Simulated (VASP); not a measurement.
Input of a VASP 6.6.1 run:

File INCAR:

```
SYSTEM = Ru
ALGO     = Normal         ! electronic algorithm
EDIFF    = 1E-6           ! SCF threshold, eV
ENCUT    = 560            ! plane-wave cutoff, eV
GGA      = PE             ! functional
GGA_COMPAT= .False.      
ISIF     = 2              ! what is computed and relaxed
ISMEAR   = 0              ! smearing method
LASPH    = .True.         ! aspherical terms in the spheres
LCHARG   = .False.        ! write CHGCAR
LREAL    = .False.        ! projectors in reciprocal space
LWAVE    = .False.        ! write WAVECAR
NBANDS   = 40             ! bands
NELM     = 120            ! most SCF steps
PREC     = Accurate       ! precision mode
SIGMA    = 0.1            ! smearing width, eV
```

Contents of KPOINTS:

```
k-points
0
Gamma
  9 9 2
  0 0 0
```

File POSCAR:

```
Ru
1.0
    2.9165352059      0.0000000000      0.0000000000
   -1.4582676030      2.5257935793      0.0000000000
    0.0000000000      0.0000000000      8.0175237190
Ru
4
Direct
    0.0000000000      0.0000000000      0.0000000000
    0.0000000000      0.0000000000      0.5000000000
    0.3333333333      0.6666666667      0.0050000000
    0.6666666667      0.3333333333      0.5050000000
```

Potentials or basis: VASP PAW PBE potentials, release 64 (Ru_sv).

Run with:

```sh
$ cat potpaw_PBE.64/Ru_sv/POTCAR > POTCAR
$ mpirun -np 1 vasp_std > vasp.out
```

Problem. Predict the largest force.

Solution. 4.955 eV/Å.

Problem. Predict the band gap on the k mesh.

Solution. Zero (bands 32 and 33 overlap by 3.21 eV).

Stress tensor (GPa, compression positive):
```
666.46   0.00   0.00
  0.00 666.46   0.00
  0.00   0.00   0.74
```

Caveat: the k points lie up to 0.39 Å⁻¹ apart, too coarse for converged energies and pressures of a metal; atoms lie so close that the PAW spheres overlap strongly, which falsifies energies and pressures; forces of over 1 eV/Å act on the atoms, so gaps and moduli don't describe the material at rest.
